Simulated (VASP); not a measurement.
## BeS: single point with HF

Crystal: BeS.

```xyz
2
Lattice="0.0000 2.4343 2.4343 2.4343 0.0000 2.4343 2.4343 2.4343 0.0000" Properties=species:S:1:pos:R:3 pbc="T T T"
Be    0.0000    0.0000    0.0000
S     1.2172    1.2172    1.2172
```

```yaml
Program: VASP 6.6.1
Task: single point
Functional: HF
Potentials_or_basis: VASP PAW PBE potentials, release 64 (Be, S)
Cutoff: 520 eV
k_mesh: 6 × 6 × 6
Occupations: gaussian, width 0.01 eV
Spin: no spin polarisation
```

```yaml
Pressure: 4.1 GPa
Band_gap_on_the_k_mesh: 10.50 eV (least direct gap 13.94 eV)
```

Levels at points of the mesh, in eV from the valence-band top:
| k point | band 2 | band 3 | band 4 | band 5 | band 6 | band 7 |
| --- | --- | --- | --- | --- | --- | --- |
| (0.00, 0.00, 0.00) | 0.00 | 0.00 | 0.00 | 13.94 | 13.94 | 13.94 |
| (0.50, 0.00, 0.00) | -7.77 | -1.33 | -1.33 | 13.48 | 14.88 | 14.88 |
| (0.50, 0.50, 0.00) | -6.87 | -3.44 | -3.44 | 10.50 | 12.61 | 23.09 |

Run time: 9.2 min on 1 thread of Intel(R) Xeon(R) Platinum 8488C (Sapphire Rapids), on a shared host, peak memory 0.16 GiB.

Caveat: the cell stands under pressure; the PAW data sets were made with another functional, which shifts forces and pressure a little. A k mesh can miss the band edges.
